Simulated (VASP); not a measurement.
# NaH (Fm-3m) in VASP: further runs

The runs below take NaH through single point, with PBE.

Everything below comes from runs of VASP 6.6.1. Logs are shortened: lines on timing, memory, paths and dates and some standing lists are left out, and cuts for length are marked.

## Step 1: The cell of the first run

The structure is cubic, space group Fm-3m (No. 225). The conventional cell has a = 4.732 Å, b = 4.732 Å, c = 4.732 Å, α = 90.00°, β = 90.00°, γ = 90.00°. Na (site symmetry m-3m) has 6 H at 2.37 Å within 3.1 Å. H (site symmetry m-3m) has 6 Na at 2.37 Å within 3.1 Å.

## Step 2: Single point, PBE (volume scaled by 0.94)

INCAR reads:

```
PREC = Accurate
ENCUT = 500
EDIFF = 1E-6
ISMEAR = 0
SIGMA = 0.02
LREAL = False
LASPH = True
NELM = 120
ALGO = Normal
ISIF = 2
LWAVE = False
LCHARG = True
GGA = PE
LELF = True
LVHAR = True
NBANDS = 11
GGA_COMPAT = False
```

KPOINTS reads:

```
Automatic mesh
0
Gamma
  8 8 8
```

POSCAR reads:

```
NaH
1.0
    0.0000000000      2.3658002505      2.3658002505
    2.3658002505      0.0000000000      2.3658002505
    2.3658002505      2.3658002505      0.0000000000
Na H
1 1
Direct
    0.0000000000      0.0000000000      0.0000000000
    0.5000000000      0.5000000000      0.5000000000
```

Potentials or basis: VASP PAW PBE potentials, release 64 (Na_pv, H).

Launch:

```console
$ cat potpaw_PBE.64/Na_pv/POTCAR potpaw_PBE.64/H/POTCAR > POTCAR
$ mpirun -np 1 vasp_std > vasp.out
```

OUTCAR:

```text
PREC = Accurate
   ENCUT = 500
   EDIFF = 1E-6
   ISMEAR = 0
   LREAL = False
   LASPH = True
   NELM = 120
   ISIF = 2
   GGA = PE

 ion  position               nearest neighbor table
   1  0.000  0.000  0.000-
   2  0.500  0.500  0.500-

  LATTYP: Found a face centered cubic cell.
 ALAT       =     4.7316005010

  Lattice vectors:

 A1 = (   0.0000000000,   2.3658002505,   2.3658002505)
 A2 = (   2.3658002505,   0.0000000000,   2.3658002505)
 A3 = (   2.3658002505,   2.3658002505,   0.0000000000)

Analysis of symmetry for initial positions (statically):
=====================================================================
 Subroutine PRICEL returns:
 Original cell was already a primitive cell.

 Routine SETGRP: Setting up the symmetry group for a
 face centered cubic supercell.

 Subroutine GETGRP returns: Found 48 space group operations
 (whereof 48 operations were pure point group operations)
 out of a pool of 48 trial point group operations.

The static configuration has the point symmetry O_h .

Analysis of symmetry for dynamics (positions and initial velocities):
=====================================================================
 Subroutine PRICEL returns:
 Original cell was already a primitive cell.

 Routine SETGRP: Setting up the symmetry group for a
 face centered cubic supercell.

 Subroutine GETGRP returns: Found 48 space group operations
 (whereof 48 operations were pure point group operations)
 out of a pool of 48 trial point group operations.

The dynamic configuration has the point symmetry O_h .

 Subroutine INISYM returns: Found 48 space group operations
 (whereof 48 operations are pure point group operations),
 and found     1 'primitive' translations

----------------------------------------------------------------------------------------

                                     Primitive cell

  volume of cell :      26.4828

  direct lattice vectors                    reciprocal lattice vectors
     0.000000000  2.365800250  2.365800250    -0.211344977  0.211344977  0.211344977
     2.365800250  0.000000000  2.365800250     0.211344977 -0.211344977  0.211344977
     2.365800250  2.365800250  0.000000000     0.211344977  0.211344977 -0.211344977

  length of vectors
     3.345746800  3.345746800  3.345746800     0.366060238  0.366060238  0.366060238

  position of ions in fractional coordinates (direct lattice)
     0.000000000  0.000000000  0.000000000
     0.500000000  0.500000000  0.500000000

  ion indices of the primitive-cell ions
   primitive index   ion index
                 1           1
                 2           2

----------------------------------------------------------------------------------------

 KPOINTS: Automatic mesh

Automatic generation of k-mesh.
 Grid dimensions read from file:
 generate k-points for:    8    8    8

 Generating k-lattice:

  Cartesian coordinates                     Fractional coordinates (reciprocal lattice)
    -0.026418122  0.026418122  0.026418122     0.125000000  0.000000000  0.000000000
     0.026418122 -0.026418122  0.026418122     0.000000000  0.125000000  0.000000000
     0.026418122  0.026418122 -0.026418122     0.000000000  0.000000000  0.125000000

  Length of vectors
     0.045757530  0.045757530  0.045757530

  Shift w.r.t. Gamma in fractional coordinates (k-lattice)
     0.000000000  0.000000000  0.000000000

 Subroutine IBZKPT returns following result:
 ===========================================

 Found     29 irreducible k-points:

 Following reciprocal coordinates:
            Coordinates               Weight
  0.000000  0.000000  0.000000      1.000000
  0.125000  0.000000  0.000000      8.000000
  0.250000  0.000000  0.000000      8.000000
  0.375000  0.000000  0.000000      8.000000
  0.500000  0.000000  0.000000      4.000000
  0.125000  0.125000  0.000000      6.000000
[... 16 lines left out ...]
  0.500000  0.250000  0.125000     48.000000
 -0.375000  0.250000  0.125000     24.000000
 [... further k-points ...]
   k-points           NKPTS =     29   k-points in BZ     NKDIM =     29   number of bands    NBANDS=     11
   number of dos      NEDOS =    301   number of ions     NIONS =      2
   total plane-waves  NPLWV =  13824
   dimension x,y,z NGX =    24 NGY =   24 NGZ =   24
   dimension x,y,z NGXF=    48 NGYF=   48 NGZF=   48
   ions per type =               1   1
   NGX,Y,Z   is equivalent  to a cutoff of  11.93, 11.93, 11.93 a.u.
   NGXF,Y,Z  is equivalent  to a cutoff of  23.85, 23.85, 23.85 a.u.
 SYSTEM =  unknown system
   PREC   = accura    normal or accurate (medium, high low for compatibility)
   ISTART =      0    job   : 0-new  1-cont  2-samecut
   ICHARG =      2    charge: 1-file 2-atom 10-const
   ISPIN  =      1    spin polarized calculation?
   LNONCOLLINEAR =      F non collinear calculations
   LSORBIT =      F    spin-orbit coupling
   LASPH  =      T    aspherical Exc in radial PAW
   ENCUT  =  500.0 eV  36.75 Ry    6.06 a.u.   6.10  6.10  6.10*2*pi/ulx,y,z
   NELM   =    120;   NELMIN=  2; NELMDL= -5     # of ELM steps
   EDIFF  = 0.1E-05   stopping-criterion for ELM
   LREAL  =      F    real-space projection
   EDIFFG = 0.1E-04   stopping-criterion for IOM
   NSW    =      0    number of steps for IOM
   IBRION =     -1    ionic relax: 0-MD 1-quasi-New 2-CG
   NFREE  =      0    steps in history (QN), initial steepest desc. (CG)
   ISIF   =      2    stress and relaxation
   ISYM   =      2    0-nonsym 1-usesym 2-fastsym
   POTIM  = 0.5000    time-step for ionic-motion
   TEBEG  =    0.0;   TEEND  =   0.0 temperature during run
   PSTRESS=    0.0 pullay stress
   NELECT =       8.0000    total number of electrons
   NUPDOWN=      -1.0000    fix difference up-down
   EMIN   =  10.00;   EMAX   =-10.00  energy-range for DOS
   EFERMI =   0.00;   METHOD = LEGACY
   ISMEAR =     0;   SIGMA  =   0.02  broadening in eV -4-tet -1-fermi 0-gaus
   EFERMI_NEDOS =   21; number of points for ismear=-14 and -15
   IALGO  =     38    algorithm
   IMIX   =      4    mixing-type and parameters
     AMIX     =   0.40;   BMIX     =  1.00
     AMIX_MAG =   1.60;   BMIX_MAG =  1.00
  volume/ion in A,a.u.               =      13.24        89.36
  Fermi-wavevector in a.u.,A,eV,Ry     =   1.098458  2.075784 16.416923  1.206610
  Thomas-Fermi vector in A             =   2.234836
   LORBIT       =      0    0 simple, 1 ext, 2 COOP (PROOUT), +10 PAW based schemes
   GGA     = PE    functional components
   LHFCALC =     F    Hartree Fock is set to
   AEXX    =    0.0000 exact exchange contribution
   IVDW    =     0    specifies the selected vdW correction
   LEPSILON=     F    determine dielectric tensor
   LRPA    =     F    only Hartree local field effects (RPA)
 non-spin polarized calculation
 Gauss-broadening in eV      SIGMA  =   0.02
  energy-cutoff  :      500.00
  volume of cell :       26.48
 maximum number of plane-waves:       692
   NGX = 13   NGY = 13   NGZ = 13

 number of electron       8.0000009 magnetization

 Free energy of the ion-electron system (eV)
  ---------------------------------------------------
  ext. energy  EPLUGINS =         0.00000000
  ---------------------------------------------------
  free energy    TOTEN  =        -5.07859299 eV

  energy without entropy =       -5.07859299  energy(sigma->0) =       -5.07859299

 E-fermi :  -0.8150     XC(G=0):  -7.9851

 val. band max:       -0.9049656672   @ k =  -0.2500   0.5000   0.2500
 cond. band min:       2.9621916380   @ k =   0.5000   0.0000   0.0000
 fundamental gap:      3.8671573052
 Fermi energy:        -0.8150192408

 k-point     1 :       0.0000    0.0000    0.0000
  band No.  band energies     occupation
      1     -22.8989      2.00000
      2     -22.8989      2.00000
      3     -22.8989      2.00000
      4      -4.7034      2.00000
      5      10.0840      0.00000
      6      15.1744      0.00000
      7      15.1744      0.00000
      8      15.1744      0.00000
      9      16.1928      0.00000
     10      16.1928      0.00000
     11      16.1928      0.00000

 k-point     2 :       0.1250    0.0000    0.0000
  band No.  band energies     occupation
      1     -22.9163      2.00000
      2     -22.9010      2.00000
      3     -22.9010      2.00000
      4      -4.4208      2.00000
      5       9.1155      0.00000
      6      12.5210      0.00000
      7      14.3771      0.00000
      8      14.3771      0.00000
      9      17.1353      0.00000
     10      17.1353      0.00000
     11      17.3383      0.00000

 k-point     3 :       0.2500    0.0000    0.0000
  band No.  band energies     occupation
      1     -22.9577      2.00000
      2     -22.9058      2.00000
      3     -22.9058      2.00000
      4      -3.6180      2.00000
      5       6.6192      0.00000
      6      11.0633      0.00000
      7      13.5525      0.00000
      8      13.5525      0.00000
      9      17.1553      0.00000
     10      17.1553      0.00000
     11      18.6418      0.00000

 k-point     4 :       0.3750    0.0000    0.0000
  band No.  band energies     occupation
      1     -22.9984      2.00000
      2     -22.9107      2.00000
      3     -22.9107      2.00000
      4      -2.4928      2.00000
      5       4.1389      0.00000
      6      10.4840      0.00000
      7      13.0464      0.00000
      8      13.0464      0.00000
      9      16.4409      0.00000
     10      16.4409      0.00000
     11      18.9583      0.00000
[... 239 lines left out ...]
 k-point    22 :       0.3750    0.2500    0.1250
  band No.  band energies     occupation
      1     -22.9670      2.00000
      2     -22.9259      2.00000
      3     -22.9124      2.00000
      4      -2.9735      2.00000
      5       6.2473      0.00000
      6       8.6015      0.00000
      7      11.7946      0.00000
      8      14.6978      0.00000
      9      15.1726      0.00000
     10      17.8346      0.00000
     11      20.5542      0.00000

 k-point    23 :       0.5000    0.2500    0.1250
  band No.  band energies     occupation
      1     -22.9882      2.00000
      2     -22.9378      2.00000
      3     -22.9185      2.00000
      4      -1.9826      2.00000
      5       4.6748      0.00000
      6       7.4238      0.00000
      7      10.9015      0.00000
      8      14.6958      0.00000
      9      15.9779      0.00000
     10      18.0943      0.00000
     11      20.3356      0.00000

 k-point    24 :      -0.3750    0.2500    0.1250
  band No.  band energies     occupation
      1     -22.9972      2.00000
      2     -22.9414      2.00000
      3     -22.9220      2.00000
      4      -1.4057      2.00000
      5       3.7774      0.00000
      6       7.1638      0.00000
      7      10.5358      0.00000
      8      14.6400      0.00000
      9      15.8433      0.00000
     10      19.1991      0.00000
     11      21.3863      0.00000

 [... further k-points ...]
[... 5 lines left out ...]
  --------------------------------------------------------------------------------------
  -------------------------------------------------------------------------------------
  Total        0.2606893      0.2606893      0.2606893     -0.0000000     -0.0000000     -0.0000000
  in kB       15.7713732     15.7713732     15.7713732     -0.0000000     -0.0000000     -0.0000000
  external PRESSURE =      15.7713732 kB  Pullay stress =       0.0000000 kB

 VOLUME and BASIS-vectors are now :
 -----------------------------------------------------------------------------
  energy-cutoff  :      500.00
  volume of cell :       26.48
      direct lattice vectors                 reciprocal lattice vectors
     0.000000000  2.365800250  2.365800250    -0.211344977  0.211344977  0.211344977
     2.365800250  0.000000000  2.365800250     0.211344977 -0.211344977  0.211344977
     2.365800250  2.365800250  0.000000000     0.211344977  0.211344977 -0.211344977

 POSITION                                       TOTAL-FORCE (eV/Angst)
 -----------------------------------------------------------------------------------
      0.00000      0.00000      0.00000        -0.000000     -0.000000     -0.000000
      2.36580      2.36580      2.36580         0.000000      0.000000      0.000000
 -----------------------------------------------------------------------------------
    total drift:                                0.000000     -0.000000     -0.000000

  FREE ENERGIE OF THE ION-ELECTRON SYSTEM (eV)
  ---------------------------------------------------
  free  energy   TOTEN  =        -5.0785929886 eV

  energy  without entropy=       -5.0785929886  energy(sigma->0) =       -5.07859299
```

Wall time 6.5 s (1 thread of Intel Xeon 8259CL, shared host); peak memory 0.13 GiB.

Results:

```
Free energy            : -5.0786 eV
Pressure               : 1.6 GPa
Band gap on the k mesh : 3.87 eV, indirect (least direct gap 4.75 eV)
```

 A k mesh can miss the band edges.

## Step 3: Single point, PBE (volume scaled by 0.91)

INCAR reads:

```
SYSTEM = NaH
PREC = Accurate
ENCUT = 500
EDIFF = 1E-6
ISMEAR = 0
SIGMA = 0.02
LREAL = .False.
LASPH = .True.
NELM = 120
ALGO = Normal
ISIF = 2
LWAVE = .False.
LCHARG = .True.
GGA = PE
LELF = .True.
LVHAR = .True.
NBANDS = 11
GGA_COMPAT = .False.
```

KPOINTS reads:

```
Automatic mesh
0
Gamma
  8 8 8
  0 0 0
```

POSCAR reads:

```
NaH
1.0
    0.0000000000      2.3403595665      2.3403595665
    2.3403595665      0.0000000000      2.3403595665
    2.3403595665      2.3403595665      0.0000000000
Na H
1 1
Direct
    0.0000000000      0.0000000000      0.0000000000
    0.5000000000      0.5000000000      0.5000000000
```

Potentials or basis: VASP PAW PBE potentials, release 64 (Na_pv, H).

Launch:

```console
$ cat potpaw_PBE.64/Na_pv/POTCAR potpaw_PBE.64/H/POTCAR > POTCAR
$ mpirun -np 1 vasp_std > vasp.out
```

It took 6.6 s on 1 thread of Intel Xeon 8259CL, shared host; peak memory 0.13 GiB.

It converged, with:

```yaml
Free_energy: -5.0671 eV
Pressure: 2.6 GPa
Band_gap_on_the_k_mesh: 3.92 eV, indirect (least direct gap 4.82 eV)
```

Levels at points of the mesh, in eV from the valence-band top:
```tsv
k point	band 1	band 2	band 3	band 4	band 5	band 6	band 7	band 8
(0.00, 0.00, 0.00)	-21.94	-21.94	-21.94	-3.89	11.29	16.33	16.33	16.33
(0.50, 0.00, 0.00)	-22.07	-21.96	-21.96	-0.90	3.92	11.46	13.99	13.99
(0.50, 0.50, 0.00)	-22.06	-21.98	-21.98	-0.20	4.83	10.39	11.28	11.28
```

 A k mesh can miss the band edges.
